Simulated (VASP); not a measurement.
# CdS (P6_3mc) in VASP: further runs, part 2 of 2

VASP 6.6.1.

### Step 6. Single point, LDA

This run uses another cell than the first one, of 23.85 Å³/atom.

The input, INCAR:

```
  PREC = Accurate
  ENCUT = 520
  EDIFF = 1E-6
  ISMEAR = 0
  SIGMA = 0.01
  LREAL = F
  LASPH = T
  NELM = 80
  ALGO = Normal
  ISIF = 2
  LWAVE = F
  LCHARG = F
  GGA = CA
  NBANDS = 26
```

The input, KPOINTS:

```
Automatic mesh
0
Gamma
  6 6 4
```

The input, POSCAR:

```
CdS
1.0
    4.0735086984      0.0000000000      0.0000000000
   -2.0367543492      3.5277620154      0.0000000000
    0.0000000000      0.0000000000      6.6384401386
Cd S
2 2
Direct
    0.3333333333      0.6666666667     -0.0005275156
    0.6666666667      0.3333333333      0.4994724844
    0.3333333333      0.6666666667      0.3755275156
    0.6666666667      0.3333333333      0.8755275156
```

Potentials or basis: VASP PAW LDA potentials, release 64 (Cd, S).

Launch:

```bash
> cat potpaw_LDA.64/Cd/POTCAR potpaw_LDA.64/S/POTCAR > POTCAR
> mpirun -np 1 vasp_std > vasp.out
```

OUTCAR:

```text
PREC = Accurate
   ENCUT = 520
   EDIFF = 1E-6
   ISMEAR = 0
   LREAL = F
   LASPH = T
   NELM = 80
   ISIF = 2
   GGA = CA

 ion  position               nearest neighbor table
   1  0.333  0.667  0.999-   4 2.49   4 2.49   4 2.49   3 2.50
   2  0.667  0.333  0.499-   3 2.49   3 2.49   3 2.49   4 2.50
   3  0.333  0.667  0.376-   2 2.49   2 2.49   2 2.49   1 2.50
   4  0.667  0.333  0.876-   1 2.49   1 2.49   1 2.49   2 2.50

  LATTYP: Found a hexagonal cell.
 ALAT       =     4.0735086984
 C/A-ratio  =     1.6296614614

  Lattice vectors:

 A1 = (   4.0735086984,   0.0000000000,   0.0000000000)
 A2 = (  -2.0367543492,   3.5277620154,   0.0000000000)
 A3 = (   0.0000000000,   0.0000000000,   6.6384401386)

Analysis of symmetry for initial positions (statically):
=====================================================================
 Subroutine PRICEL returns:
 Original cell was already a primitive cell.

 Routine SETGRP: Setting up the symmetry group for a
 hexagonal supercell.

 Subroutine GETGRP returns: Found 12 space group operations
 (whereof  6 operations were pure point group operations)
 out of a pool of 24 trial point group operations.

The static configuration has the point symmetry C_3v.
 The point group associated with its full space group is C_6v.

Analysis of symmetry for dynamics (positions and initial velocities):
=====================================================================
 Subroutine PRICEL returns:
 Original cell was already a primitive cell.

 Routine SETGRP: Setting up the symmetry group for a
 hexagonal supercell.

 Subroutine GETGRP returns: Found 12 space group operations
 (whereof  6 operations were pure point group operations)
 out of a pool of 24 trial point group operations.

The dynamic configuration has the point symmetry C_3v.
 The point group associated with its full space group is C_6v.

 Subroutine INISYM returns: Found 12 space group operations
 (whereof  6 operations are pure point group operations),
 and found     1 'primitive' translations

----------------------------------------------------------------------------------------

                                     Primitive cell

  volume of cell :      95.3968

  direct lattice vectors                    reciprocal lattice vectors
     4.073508698  0.000000000  0.000000000     0.245488613  0.141732917  0.000000000
    -2.036754349  3.527762015  0.000000000     0.000000000  0.283465833  0.000000000
     0.000000000  0.000000000  6.638440139     0.000000000  0.000000000  0.150637797

  length of vectors
     4.073508698  4.073508698  6.638440139     0.283465833  0.283465833  0.150637797

  position of ions in fractional coordinates (direct lattice)
     0.333333333  0.666666667  0.999472484
     0.666666667  0.333333333  0.499472484
     0.333333333  0.666666667  0.375527516
     0.666666667  0.333333333  0.875527516

  ion indices of the primitive-cell ions
   primitive index   ion index
                 1           1
                 2           2
                 3           3
                 4           4

----------------------------------------------------------------------------------------

 KPOINTS: Automatic mesh

Automatic generation of k-mesh.
 Grid dimensions read from file:
 generate k-points for:    6    6    4

 Generating k-lattice:

  Cartesian coordinates                     Fractional coordinates (reciprocal lattice)
     0.040914769  0.023622153  0.000000000     0.166666667  0.000000000  0.000000000
     0.000000000  0.047244306  0.000000000     0.000000000  0.166666667  0.000000000
     0.000000000  0.000000000  0.037659449     0.000000000  0.000000000  0.250000000

  Length of vectors
     0.047244306  0.047244306  0.037659449

  Shift w.r.t. Gamma in fractional coordinates (k-lattice)
     0.000000000  0.000000000  0.000000000

 Subroutine IBZKPT returns following result:
 ===========================================

 Found     21 irreducible k-points:

 Following reciprocal coordinates:
            Coordinates               Weight
  0.000000  0.000000  0.000000      1.000000
  0.166667 -0.000000  0.000000      6.000000
  0.333333 -0.000000  0.000000      6.000000
  0.500000 -0.000000  0.000000      3.000000
  0.166667  0.166667  0.000000      6.000000
  0.333333  0.166667  0.000000     12.000000
[... 13 lines left out ...]
  0.333333  0.166667  0.500000     12.000000
  0.333333  0.333333  0.500000      2.000000
   k-points           NKPTS =     21   k-points in BZ     NKDIM =     21   number of bands    NBANDS=     26
   number of dos      NEDOS =    301   number of ions     NIONS =      4
   total plane-waves  NPLWV =  45000
   dimension x,y,z NGX =    30 NGY =   30 NGZ =   50
   dimension x,y,z NGXF=    60 NGYF=   60 NGZF=  100
   ions per type =               2   2
   NGX,Y,Z   is equivalent  to a cutoff of  12.24, 12.24, 12.52 a.u.
   NGXF,Y,Z  is equivalent  to a cutoff of  24.49, 24.49, 25.04 a.u.
 SYSTEM =  unknown system
   PREC   = accura    normal or accurate (medium, high low for compatibility)
   ISTART =      0    job   : 0-new  1-cont  2-samecut
   ICHARG =      2    charge: 1-file 2-atom 10-const
   ISPIN  =      1    spin polarized calculation?
   LNONCOLLINEAR =      F non collinear calculations
   LSORBIT =      F    spin-orbit coupling
   LASPH  =      T    aspherical Exc in radial PAW
   ENCUT  =  520.0 eV  38.22 Ry    6.18 a.u.   7.57  7.57 12.34*2*pi/ulx,y,z
   NELM   =     80;   NELMIN=  2; NELMDL= -5     # of ELM steps
   EDIFF  = 0.1E-05   stopping-criterion for ELM
   LREAL  =      F    real-space projection
[... 7 lines left out ...]
   TEBEG  =    0.0;   TEEND  =   0.0 temperature during run
   PSTRESS=    0.0 pullay stress
   NELECT =      36.0000    total number of electrons
   NUPDOWN=      -1.0000    fix difference up-down
   EMIN   =  10.00;   EMAX   =-10.00  energy-range for DOS
   EFERMI =   0.00;   METHOD = LEGACY
   ISMEAR =     0;   SIGMA  =   0.01  broadening in eV -4-tet -1-fermi 0-gaus
   EFERMI_NEDOS =   21; number of points for ismear=-14 and -15
   IALGO  =     38    algorithm
   IMIX   =      4    mixing-type and parameters
     AMIX     =   0.40;   BMIX     =  1.00
     AMIX_MAG =   1.60;   BMIX_MAG =  1.00
  volume/ion in A,a.u.               =      23.85       160.94
  Fermi-wavevector in a.u.,A,eV,Ry     =   1.183035  2.235612 19.042338  1.399572
  Thomas-Fermi vector in A             =   2.319278
   LORBIT       =      0    0 simple, 1 ext, 2 COOP (PROOUT), +10 PAW based schemes
   GGA     = CA    functional components
   LHFCALC =     F    Hartree Fock is set to
   AEXX    =    0.0000 exact exchange contribution
   IVDW    =     0    specifies the selected vdW correction
   LEPSILON=     F    determine dielectric tensor
   LRPA    =     F    only Hartree local field effects (RPA)
 non-spin polarized calculation
 Gauss-broadening in eV      SIGMA  =   0.01
  energy-cutoff  :      520.00
  volume of cell :       95.40
 maximum number of plane-waves:      2593
   NGX = 15   NGY = 15   NGZ = 25

 number of electron      36.0000024 magnetization

 Free energy of the ion-electron system (eV)
  ---------------------------------------------------
  ext. energy  EPLUGINS =         0.00000000
  ---------------------------------------------------
  free energy    TOTEN  =       -14.81466604 eV

  energy without entropy =      -14.81466604  energy(sigma->0) =      -14.81466604

 E-fermi :   1.5853     XC(G=0):  -9.7601

 val. band max:        1.4829678299   @ k =   0.0000   0.0000   0.0000
 cond. band min:       2.5379224809   @ k =   0.0000   0.0000   0.0000
 fundamental gap:      1.0549546510
 Fermi energy:         1.5853073344

 k-point     1 :       0.0000    0.0000    0.0000
  band No.  band energies     occupation
      1     -11.1324      2.00000
      2     -10.6439      2.00000
      3      -6.4380      2.00000
      4      -6.4270      2.00000
      5      -6.4270      2.00000
      6      -6.3332      2.00000
[... 18 lines left out ...]
     25       8.9430      0.00000
     26       9.0707      0.00000
[... 557 lines left out ...]
      4      -6.2259      2.00000
      5      -6.2065      2.00000
      6      -6.2065      2.00000
[... 18 lines left out ...]
     25      10.6481      0.00000
     26      10.6481      0.00000

------------------------ aborting loop because EDIFF is reached ----------------------------------------

  FORCE on cell =-STRESS in cart. coord.  units (eV):
  Direction    XX          YY          ZZ          XY          YZ          ZX
  --------------------------------------------------------------------------------------
  -------------------------------------------------------------------------------------
  Total        0.3344601      0.3344601      0.3197780      0.0000000     -0.0000000      0.0000000
  in kB        5.6172140      5.6172140      5.3706297      0.0000000     -0.0000000      0.0000000
  external PRESSURE =       5.5350193 kB  Pullay stress =       0.0000000 kB

 VOLUME and BASIS-vectors are now :
 -----------------------------------------------------------------------------
  energy-cutoff  :      520.00
  volume of cell :       95.40
      direct lattice vectors                 reciprocal lattice vectors
     4.073508698  0.000000000  0.000000000     0.245488613  0.141732917  0.000000000
    -2.036754349  3.527762015  0.000000000     0.000000000  0.283465833  0.000000000
     0.000000000  0.000000000  6.638440139     0.000000000  0.000000000  0.150637797

 POSITION                                       TOTAL-FORCE (eV/Angst)
 -----------------------------------------------------------------------------------
     -0.00000      2.35184      6.63494        -0.000000      0.000000      0.002238
      2.03675      1.17592      3.31572         0.000000     -0.000000      0.002238
     -0.00000      2.35184      2.49292         0.000000      0.000000     -0.002238
      2.03675      1.17592      5.81214        -0.000000     -0.000000     -0.002238
 -----------------------------------------------------------------------------------
    total drift:                                0.000000      0.000000      0.000984

  FREE ENERGIE OF THE ION-ELECTRON SYSTEM (eV)
  ---------------------------------------------------
  free  energy   TOTEN  =       -14.8146660419 eV

  energy  without entropy=      -14.8146660419  energy(sigma->0) =      -14.81466604
```

Run time: 68 s. Hardware: 1 thread of Intel Xeon 8259CL, shared host; peak memory 0.19 GiB.

Results:

```yaml
Free_energy: -14.8147 eV
Pressure: 0.6 GPa
Band_gap_on_the_k_mesh: 1.05 eV
```

Forces in eV/Å, atoms in the order of the input:
```
Cd   0.000  0.000  0.002
Cd   0.000  0.000  0.002
S    0.000  0.000 -0.002
S    0.000  0.000 -0.002
```

Levels at points of the mesh, in eV from the valence-band top:
```
           k point  band 15  band 16  band 17  band 18  band 19  band 20  band 21  band 22
(0.00, 0.00, 0.00)    -0.84    -0.06     0.00     0.00     1.05     2.63     6.29     6.29
(0.50, 0.00, 0.00)    -2.92    -2.07    -1.46    -0.84     3.61     3.67     4.87     6.35
(0.00, 0.00, 0.50)    -0.44    -0.44    -0.44    -0.44     2.73     2.73     6.02     6.02
(0.50, 0.00, 0.50)    -1.49    -1.49    -1.48    -1.48     3.26     3.26     5.21     5.21
```

### Step 7. Summary

| cell | gap on the mesh (eV) | pressure (GPa) |
| --- | --- | --- |
| a = 4.002, b = 4.002, c = 6.528 Å, angles 90.0, 90.0, 120.0°, 4 atoms | 1.17 | 4.7 |
| a = 4.036, b = 4.036, c = 6.577 Å, angles 90.0, 90.0, 120.0°, 4 atoms | 1.12 | 2.6 |
| a = 4.074, b = 4.074, c = 6.638 Å, angles 90.0, 90.0, 120.0°, 4 atoms | 1.05 | 0.6 |

Alike in all rows: task single point; level LDA; potentials or basis VASP PAW LDA potentials, release 64 (Cd, S); no spin polarisation; k mesh 6 × 6 × 4; cutoff (eV) 520; smearing gaussian 0.01 eV.

Caveats: the cell stands under pressure (at least some runs).

Absolute energies hang on the potentials; compare differences alone.

### Step 8. Against experiment

Step 5. Against the measured gap of CdS, 2.5809 eV (quoted in “Isotope dependence of band-gap energy”, 2008, arxiv:0807.2152), the calculated 1.06 eV is off by -1.53 eV. So large a miss can be the level of theory's own, or it may mean another phase, state or a wrong row. Spin-orbit coupling on Cd is left out. The value is that of LDA, without temperature or zero-point motion. Semilocal functionals fall short of measured gaps as a rule.
